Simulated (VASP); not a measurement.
# BeTe (F-43m) in VASP: G0W0 quasiparticle levels with PBE

Aim: the G0W0 quasiparticle levels of BeTe with PBE.

All numbers are computed with VASP 6.6.1; they aren't measurements. Logs are shortened: lines on timing, memory, paths and dates and some standing lists are left out, and cuts for length are marked.

## Step 1: The cell of the first run

It takes space group F-43m (No. 216, cubic). The conventional cell has a = 5.657 Å, b = 5.657 Å, c = 5.657 Å, α = 90.00°, β = 90.00°, γ = 90.00°. Be (site symmetry -43m) has 4 Te at 2.45 Å within 3.2 Å. Within 3.2 Å of Te (site symmetry -43m) lie 4 Be at 2.45 Å.

## Step 2: G0W0 quasiparticle levels, PBE

File POSCAR:

```
BeTe
1.0
    0.0000000000      2.8286228834      2.8286228834
    2.8286228834      0.0000000000      2.8286228834
    2.8286228834      2.8286228834      0.0000000000
Be Te
1 1
Direct
    0.0000000000      0.0000000000      0.0000000000
    0.2500000000      0.2500000000      0.2500000000
```

File INCAR.step1:

```
SYSTEM = BeTe
ALGO = Normal
EDIFF = 1E-8
ENCUT = 500
GGA = PE
ISMEAR = 0
LASPH = .TRUE.
LCHARG = .FALSE.
LREAL = .FALSE.
LWAVE = .TRUE.
NELM = 60
PREC = Accurate
SIGMA = 0.01
```

File INCAR.step2:

```
SYSTEM = BeTe
ALGO = Exact
EDIFF = 1E-8
ENCUT = 500
GGA = PE
ISMEAR = 0
ISTART = 1
LASPH = .TRUE.
LCHARG = .FALSE.
LOPTICS = .TRUE.
LREAL = .FALSE.
LWAVE = .TRUE.
NBANDS = 77
NELM = 1
PREC = Accurate
SIGMA = 0.01
```

File INCAR.step3:

```
SYSTEM = BeTe
ALGO = EVGW0
EDIFF = 1E-8
ENCUT = 500
ENCUTGW = 80.0
GGA = PE
ISMEAR = 0
ISTART = 1
LASPH = .TRUE.
LCHARG = .FALSE.
LREAL = .FALSE.
LWAVE = .FALSE.
NBANDS = 77
NBANDSGW = 12
NELMGW = 1
NOMEGA = 96
OMEGAMAX = 20
PREC = Accurate
PRECFOCK = Fast
SIGMA = 0.01
```

File KPOINTS:

```
k-points
0
G
  6 6 6
  0 0 0
```

Potentials or basis: VASP PAW PBE potentials, release 64 (Be_GW, Te_GW).

The run is started by

```sh
> cat potpaw_PBE.64/Be_GW/POTCAR potpaw_PBE.64/Te_GW/POTCAR > POTCAR
> cp INCAR.step1 INCAR
> mpirun -np 1 vasp_std > vasp.out
> cp INCAR.step2 INCAR
> mpirun -np 1 vasp_std > vasp.out
> cp INCAR.step3 INCAR
> mpirun -np 1 vasp_std > vasp.out
```

OUTCAR:

```text
SYSTEM = BeTe
   EDIFF = 1E-8
   ENCUT = 500
   ENCUTGW = 80.0
   GGA = PE
   ISMEAR = 0
   ISTART = 1
   LASPH = .TRUE.
   LREAL = .FALSE.
   NELMGW = 1
   PREC = Accurate
   PRECFOCK = Fast

 ion  position               nearest neighbor table
   1  0.000  0.000  0.000-   2 2.45   2 2.45   2 2.45   2 2.45
   2  0.250  0.250  0.250-   1 2.45   1 2.45   1 2.45   1 2.45

  LATTYP: Found a face centered cubic cell.
 ALAT       =     5.6572457668

  Lattice vectors:

 A1 = (   0.0000000000,   2.8286228834,   2.8286228834)
 A2 = (   2.8286228834,   0.0000000000,   2.8286228834)
 A3 = (   2.8286228834,   2.8286228834,   0.0000000000)

Analysis of symmetry for initial positions (statically):
=====================================================================
 Subroutine PRICEL returns:
 Original cell was already a primitive cell.

 Routine SETGRP: Setting up the symmetry group for a
 face centered cubic supercell.

 Subroutine GETGRP returns: Found 24 space group operations
 (whereof 24 operations were pure point group operations)
 out of a pool of 48 trial point group operations.

The static configuration has the point symmetry T_d .

Analysis of symmetry for dynamics (positions and initial velocities):
=====================================================================
 Subroutine PRICEL returns:
 Original cell was already a primitive cell.

 Routine SETGRP: Setting up the symmetry group for a
 face centered cubic supercell.

 Subroutine GETGRP returns: Found 24 space group operations
 (whereof 24 operations were pure point group operations)
 out of a pool of 48 trial point group operations.

The dynamic configuration has the point symmetry T_d .

 Subroutine INISYM returns: Found 24 space group operations
 (whereof 24 operations are pure point group operations),
 and found     1 'primitive' translations

----------------------------------------------------------------------------------------

                                     Primitive cell

  volume of cell :      45.2642

  direct lattice vectors                    reciprocal lattice vectors
     0.000000000  2.828622883  2.828622883    -0.176764461  0.176764461  0.176764461
     2.828622883  0.000000000  2.828622883     0.176764461 -0.176764461  0.176764461
     2.828622883  2.828622883  0.000000000     0.176764461  0.176764461 -0.176764461

  length of vectors
     4.000276845  4.000276845  4.000276845     0.306165028  0.306165028  0.306165028

  position of ions in fractional coordinates (direct lattice)
     0.000000000  0.000000000  0.000000000
     0.250000000  0.250000000  0.250000000

  ion indices of the primitive-cell ions
   primitive index   ion index
                 1           1
                 2           2

----------------------------------------------------------------------------------------

 KPOINTS: k-points

Automatic generation of k-mesh.
 Grid dimensions read from file:
 generate k-points for:    6    6    6

 Generating k-lattice:

  Cartesian coordinates                     Fractional coordinates (reciprocal lattice)
    -0.029460744  0.029460744  0.029460744     0.166666667  0.000000000  0.000000000
     0.029460744 -0.029460744  0.029460744     0.000000000  0.166666667  0.000000000
     0.029460744  0.029460744 -0.029460744     0.000000000  0.000000000  0.166666667

  Length of vectors
     0.051027505  0.051027505  0.051027505

  Shift w.r.t. Gamma in fractional coordinates (k-lattice)
     0.000000000  0.000000000  0.000000000

 Subroutine IBZKPT returns following result:
 ===========================================

 Found     16 irreducible k-points:

 Following reciprocal coordinates:
            Coordinates               Weight
  0.000000  0.000000  0.000000      1.000000
  0.166667  0.000000  0.000000      8.000000
  0.333333  0.000000  0.000000      8.000000
  0.500000  0.000000  0.000000      4.000000
  0.166667  0.166667  0.000000      6.000000
  0.333333  0.166667  0.000000     24.000000
[... 8 lines left out ...]
 -0.333333  0.333333  0.166667     24.000000
 -0.333333  0.500000  0.166667     12.000000
   k-points           NKPTS =     16   k-points in BZ     NKDIM =    216   number of bands    NBANDS=     77
   number of dos      NEDOS =    301   number of ions     NIONS =      2
   total plane-waves  NPLWV =  27000
   dimension x,y,z NGX =    30 NGY =   30 NGZ =   30
   dimension x,y,z NGXF=    60 NGYF=   60 NGZF=   60
   ions per type =               1   1
   NGX,Y,Z   is equivalent  to a cutoff of  12.47, 12.47, 12.47 a.u.
   NGXF,Y,Z  is equivalent  to a cutoff of  24.94, 24.94, 24.94 a.u.
 SYSTEM =  BeTe
   PREC   = accura    normal or accurate (medium, high low for compatibility)
   ISTART =      1    job   : 0-new  1-cont  2-samecut
   ICHARG =      0    charge: 1-file 2-atom 10-const
   ISPIN  =      1    spin polarized calculation?
   LNONCOLLINEAR =      F non collinear calculations
   LSORBIT =      F    spin-orbit coupling
   LASPH  =      T    aspherical Exc in radial PAW
   ENCUT  =  500.0 eV  36.75 Ry    6.06 a.u.   7.29  7.29  7.29*2*pi/ulx,y,z
   NELM   =     60;   NELMIN=  2; NELMDL=  0     # of ELM steps
   EDIFF  = 0.1E-07   stopping-criterion for ELM
   LREAL  =      F    real-space projection
   EDIFFG = 0.1E-06   stopping-criterion for IOM
   NSW    =      0    number of steps for IOM
   IBRION =     -1    ionic relax: 0-MD 1-quasi-New 2-CG
   NFREE  =      0    steps in history (QN), initial steepest desc. (CG)
   ISIF   =      0    stress and relaxation
   ISYM   =      3    0-nonsym 1-usesym 2-fastsym
   POTIM  = 0.5000    time-step for ionic-motion
   TEBEG  =    0.0;   TEEND  =   0.0 temperature during run
   PSTRESS=    0.0 pullay stress
   NELECT =       8.0000    total number of electrons
   NUPDOWN=      -1.0000    fix difference up-down
   EMIN   =  10.00;   EMAX   =-10.00  energy-range for DOS
   EFERMI =   0.00;   METHOD = LEGACY
   ISMEAR =     0;   SIGMA  =   0.01  broadening in eV -4-tet -1-fermi 0-gaus
   EFERMI_NEDOS =   21; number of points for ismear=-14 and -15
   IALGO  =     38    algorithm
   IMIX   =      4    mixing-type and parameters
     AMIX     =   0.40;   BMIX     =  1.00
     AMIX_MAG =   1.60;   BMIX_MAG =  1.00
  volume/ion in A,a.u.               =      22.63       152.73
  Fermi-wavevector in a.u.,A,eV,Ry     =   0.918727  1.736142 11.484122  0.844059
  Thomas-Fermi vector in A             =   2.043841
   LORBIT       =      0    0 simple, 1 ext, 2 COOP (PROOUT), +10 PAW based schemes
   GGA     = PE    functional components
   LHFCALC =     T    Hartree Fock is set to
   PRECFOCK=fast      Normal, Fast or Accurate (Low or Medium for compatibility)
   ENCUT4O =  -1.0   cutoff for four orbital integrals eV
   NKREDX  =     1    reduce k-point grid by
   NKREDY  =     1    reduce k-point grid by
   NKREDZ  =     1    reduce k-point grid by
   AEXX    =    1.0000 exact exchange contribution
   HFSCREEN=    0.0000 screening length (either q_TF or 0.3 A-1)
   HFSCREENC=   0.0000 screening length for correlation (either q_TF or 0.3 A-1)
   ENCUTFOCK=  -1.0 apply spherical cutoff to Coloumb kernel
   IVDW    =     0    specifies the selected vdW correction
   LEPSILON=     F    determine dielectric tensor
   LRPA    =     F    only Hartree local field effects (RPA)
   LRPAFORCE           =     F    calculate RPA forces
   ENCUTGW             =  80.0    cutoff for response function in eV
   ENCUTGWSOFT         =  64.0    soft cutoff for Coulomb kernel in GW response function in eV
   ENCUTLF             =  -1.0    cutoff for local field effects
   NELMGW              =     1    number of iterations in solving QP/BSE equation
   NELMHF              =     1    number of iterations in the inner HF iteration
   NKREDLFX            =     1    NKREDLFY  =   1   NKREDLFZ  =   1
 non-spin polarized calculation
 Gauss-broadening in eV      SIGMA  =   0.01
  energy-cutoff  :      500.00
  volume of cell :       45.26
 maximum number of plane-waves:      1167
 NGX is ok and might be reduce to    30
  NGX = 18; NGY = 18; NGZ = 18
   NGX = 15   NGY = 15   NGZ = 15
 maximum number of plane-waves:        80
 NGX is ok and might be reduce to    14

 QP shifts <psi_nk| G(iteration)W_0 |psi_nk>: iteration 1
 for sc-GW calculations column KS-energies equals QP-energies in previous step
 and V_xc(KS)=  KS-energies - (<T + V_ion + V_H > + <T+V_H+V_ion>^1  + <V_x>^1)

 k-point   1 :       0.0000    0.0000    0.0000
  band No.  KS-energies  QP-energies   sigma(KS)   V_xc(KS)     V^pw_x(r,r')   Z            occupation Imag(sigma)

      1      -7.5179      -8.0984     -11.5738     -10.7696     -17.5977       0.7217       2.0000       1.1428
      2       4.6931       4.2157     -11.6661     -11.0589     -12.7646       0.7862       2.0000       0.0322
      3       4.6931       4.2157     -11.6661     -11.0589     -12.7646       0.7862       2.0000       0.0322
      4       4.6931       4.2157     -11.6661     -11.0589     -12.7646       0.7862       2.0000       0.0322
      5       8.3199       8.7533      -8.7481      -9.3083      -4.8390       0.7737       0.0000      -0.0607
      6       8.3199       8.7533      -8.7481      -9.3083      -4.8390       0.7737       0.0000      -0.0607
      7       8.3199       8.7533      -8.7481      -9.3083      -4.8390       0.7737       0.0000      -0.0607
      8       8.4135       9.0476      -8.8049      -9.6198      -4.8397       0.7782       0.0000      -0.0627
      9      12.9882      13.1077      -7.6800      -7.8406      -2.4528       0.7438       0.0000      -0.1688
     10      15.0963      15.4400      -8.7341      -9.1840      -3.7617       0.7640       0.0000      -0.2467
     11      15.0963      15.4400      -8.7341      -9.1840      -3.7617       0.7640       0.0000      -0.2467
     12      15.9887      16.1668      -7.5464      -7.7817      -2.1141       0.7568       0.0000      -0.2980

 k-point   2 :       0.1667    0.0000    0.0000
  band No.  KS-energies  QP-energies   sigma(KS)   V_xc(KS)     V^pw_x(r,r')   Z            occupation Imag(sigma)

      1      -7.2644      -7.8057     -11.5956     -10.8391     -17.5403       0.7156       2.0000       1.0987
      2       2.7261       2.1454     -11.1371     -10.3797     -12.7519       0.7667       2.0000       0.0485
      3       4.3228       3.8260     -11.5259     -10.8915     -12.6906       0.7831       2.0000       0.0339
      4       4.3228       3.8260     -11.5259     -10.8915     -12.6906       0.7831       2.0000       0.0339
      5       8.1357       8.6008      -8.7250      -9.3230      -4.8537       0.7778       0.0000      -0.0596
      6       8.8549       9.3066      -8.8604      -9.4473      -4.8139       0.7696       0.0000      -0.0659
      7       8.8549       9.3066      -8.8604      -9.4473      -4.8139       0.7696       0.0000      -0.0659
      8      10.3984      10.9616      -9.2078      -9.9518      -4.8125       0.7570       0.0000      -0.0871
      9      13.6149      13.7787      -7.6356      -7.8550      -2.3538       0.7468       0.0000      -0.2017
     10      13.8730      14.1116      -8.1813      -8.4942      -3.3328       0.7627       0.0000      -0.1920
     11      13.8730      14.1116      -8.1813      -8.4942      -3.3328       0.7627       0.0000      -0.1920
     12      15.6428      15.7518      -7.5931      -7.7371      -2.1805       0.7566       0.0000      -0.3376
[... 196 lines left out ...]
      1      -5.8411      -6.1972     -11.9264     -11.4324     -17.3363       0.7209       2.0000       0.8466
      2      -0.0819      -0.8289     -10.8490      -9.8052     -13.7555       0.7156       2.0000       0.1213
      3       1.2666       0.5695     -10.8636      -9.9283     -13.0726       0.7453       2.0000       0.0736
      4       2.3344       1.6982     -10.9673     -10.1330     -12.7164       0.7625       2.0000       0.0524
      5       9.1979       9.5137      -8.2677      -8.6744      -4.1516       0.7767       0.0000      -0.0691
      6       9.3846       9.7755      -8.7368      -9.2447      -4.5618       0.7698       0.0000      -0.0731
      7      11.5761      12.0417      -8.6031      -9.2335      -3.5417       0.7385       0.0000      -0.1249
      8      11.8665      12.3034      -9.0679      -9.6589      -4.1964       0.7393       0.0000      -0.1323
      9      13.4170      13.7509      -8.7232      -9.1690      -3.7651       0.7490       0.0000      -0.1859
     10      16.6602      17.0708      -8.7630      -9.3167      -2.9540       0.7417       0.0000      -0.4449
     11      17.2318      17.6217      -9.1193      -9.6446      -3.1401       0.7422       0.0000      -0.5621
     12      17.7535      17.9896      -7.8450      -8.1564      -2.2258       0.7580       0.0000      -0.4723

 k-point  16 :      -0.3333    0.5000    0.1667
  band No.  KS-energies  QP-energies   sigma(KS)   V_xc(KS)     V^pw_x(r,r')   Z            occupation Imag(sigma)

      1      -5.7044      -6.0402     -11.9623     -11.4978     -17.3174       0.7229       2.0000       0.8225
      2      -0.0257      -0.7774     -11.0010      -9.9491     -13.9422       0.7146       2.0000       0.1205
      3       1.3710       0.6753     -10.8552      -9.9254     -13.0030       0.7482       2.0000       0.0702
      4       1.6686       0.9964     -10.7569      -9.8645     -12.7244       0.7532       2.0000       0.0629
      5       8.4187       8.7090      -8.2129      -8.5836      -4.2783       0.7831       0.0000      -0.0631
      6       8.9762       9.2768      -8.5359      -8.9240      -4.4789       0.7746       0.0000      -0.0673
      7      12.0000      12.4543      -8.7599      -9.3742      -3.7505       0.7396       0.0000      -0.1403
      8      12.2890      12.7446      -9.0452      -9.6669      -3.9566       0.7329       0.0000      -0.1494
      9      15.6588      16.1275      -9.0024      -9.6441      -3.1309       0.7304       0.0000      -0.3868
     10      16.3900      16.7615      -9.2626      -9.7670      -3.4853       0.7365       0.0000      -0.4680
     11      17.6730      18.0792      -8.6459      -9.1895      -2.7914       0.7472       0.0000      -0.4977
     12      18.4961      18.9091      -8.7573      -9.2950      -2.8716       0.7681       0.0000      -0.6617
```

It took 5.1 min on 1 thread of Intel Xeon 6975P-C (Granite Rapids), shared host; peak memory 0.61 GiB.

Results:

| Item | Value |
| --- | --- |
| Quasiparticle gap | 2.67 eV |
| Least direct quasiparticle gap | 4.54 eV |
| Band gap of the starting levels on the mesh | 2.01 eV |
| Least direct gap of the starting levels on the mesh | 3.63 eV |

Caveat: bands, screening cutoff and mesh are small and nothing is extrapolated, so the quasiparticle values aren't converged; spin-orbit coupling is left out, which moves the levels of the heavy elements.
